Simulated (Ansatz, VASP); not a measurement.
## Two plane-wave programs on Cu

The input POSCAR:

```
Cu
1.0
    2.5425439900      0.0000000000      0.0000000000
   -1.2712714933      2.2019073067      0.0000000000
    0.0000000000      0.0000000000      4.0852903390
Cu
2
Direct
    0.3333333333      0.6666666667      0.2500000000
    0.6666666667      0.3333333333      0.7500000000
```

INCAR.step1

```
SYSTEM = Cu
PREC     = Accurate       ! precision mode
ENCUT    = 520            ! plane-wave cutoff, eV
ISMEAR   = -1             ! smearing method
SIGMA    = 0.1            ! smearing width, eV
LREAL    = .FALSE.        ! projectors in reciprocal space
LASPH    = .TRUE.         ! aspherical terms in the spheres
NELM     = 80             ! most SCF steps
NBANDS   = 18             ! bands
GGA      = PE             ! functional
ALGO     = Normal         ! electronic algorithm
EDIFF    = 1E-4           ! SCF threshold, eV
LWAVE    = .TRUE.         ! write WAVECAR
LCHARG   = .FALSE.        ! write CHGCAR
```

The input INCAR.step2:

```
SYSTEM = Cu
PREC     = Accurate       ! precision mode
ENCUT    = 520            ! plane-wave cutoff, eV
EDIFF    = 1E-7           ! SCF threshold, eV
ISMEAR   = -1             ! smearing method
SIGMA    = 0.1            ! smearing width, eV
LREAL    = .FALSE.        ! projectors in reciprocal space
LASPH    = .TRUE.         ! aspherical terms in the spheres
NELM     = 80             ! most SCF steps
ALGO     = Normal         ! electronic algorithm
ISIF     = 2              ! what is computed and relaxed
LWAVE    = .FALSE.        ! write WAVECAR
LCHARG   = .TRUE.         ! write CHGCAR
METAGGA  = R2SCAN         ! meta-GGA
LMIXTAU  = .TRUE.       
LELF     = .TRUE.         ! ELF
LVHAR    = .TRUE.       
NBANDS   = 18             ! bands
ISTART   = 1
```

File KPOINTS:

```
regular mesh
0
G
  16 16 9
  0 0 0
```

Input for Ansatz:

```yaml
crystal:
  lattice:
    - [2.5425439900000004, 0.0, 0.0]
    - [-1.2712714933333333, 2.201907306666667, 0.0]
    - [0.0, 0.0, 4.08529033895873]
  atoms:
    - { symbol: Cu, position: [0.3333333333333333, 0.6666666666666666, 0.25] }
    - { symbol: Cu, position: [0.6666666666666666, 0.3333333333333333, 0.75] }
basis:
  ecutwfc: 520.0
kpoints:
  mp_grid:
    grid: [16, 16, 9]
hamiltonian:
  xc: r2scan
scf:
  occupations:
    method: fermi_dirac
    width: 0.1
output:
  stress: true
```

Alike in both runs: task single point; functional r2SCAN; k mesh 16 × 16 × 9; occupations fermi-dirac, width 0.1 eV; no spin polarisation.

|  | VASP | Ansatz |
| --- | --- | --- |
| version | VASP 6.6.1 | Ansatz 0.2.0 |
| potentials or method | VASP PAW PBE potentials, release 64 (Cu), cutoff 520 eV | plane waves, PAW |
| valence electrons in the cell | 22 | 38 |

VASP gave:

| Item | Value |
| --- | --- |
| pressure (GPa) | 1.0 |
| traceless stress, the component that is largest in VASP (GPa) | 2.05 |

Which values does Ansatz return?

Pressure (GPa): 0.3; traceless stress, the component that is largest in VASP (GPa): 2.21.

VASP's potentials were made for PBE, not for r2SCAN. VASP's potentials hold 22 valence electrons a cell and Ansatz's 38, so a difference there can come from the potentials and not from the codes.
